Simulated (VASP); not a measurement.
Set up this calculation in VASP 6.6.1, as the native input.

```
Task                   : single point
Functional             : PBE
Potentials or basis    : VASP PAW PBE potentials, release 64 (Li_sv)
Cutoff                 : 520 eV
k mesh                 : 6 × 6 × 6
Occupations            : fermi-dirac, width 0.1 eV
Spin                   : no spin polarisation
Dipole correction      : no
Further INCAR settings : ALGO = Normal; EDIFF = 1e-06; NBANDS = 8
```

The structure of Li lies in POSCAR:

```
Li
1.0
    0.0000000000      2.5647700000      2.5647700000
    2.5647700000      0.0000000000      2.5647700000
    2.5647700000      2.5647700000      0.0000000000
Li
1
Direct
    0.0000000000      0.0000000000      0.0000000000
```

The input as run:

INCAR

```
PREC = Accurate
ENCUT = 520
EDIFF = 1E-6
ISMEAR = -1
SIGMA = 0.1
LREAL = F
LASPH = T
NELM = 100
ALGO = Normal
ISIF = 2
LWAVE = F
LCHARG = T
GGA = PE
LELF = T
LVHAR = T
NBANDS = 8
```

KPOINTS

```
Automatic mesh
0
Gamma
  6 6 6
```

Potentials or basis: VASP PAW PBE potentials, release 64 (Li_sv).

Launch:

```console
$ cat potpaw_PBE.64/Li_sv/POTCAR > POTCAR
$ mpirun -np 1 vasp_std > vasp.out
```

Wall time 2.3 s on 1 thread of Intel(R) Xeon(R) 6975P-C (Granite Rapids) (shared host), peak memory 0.13 GiB.
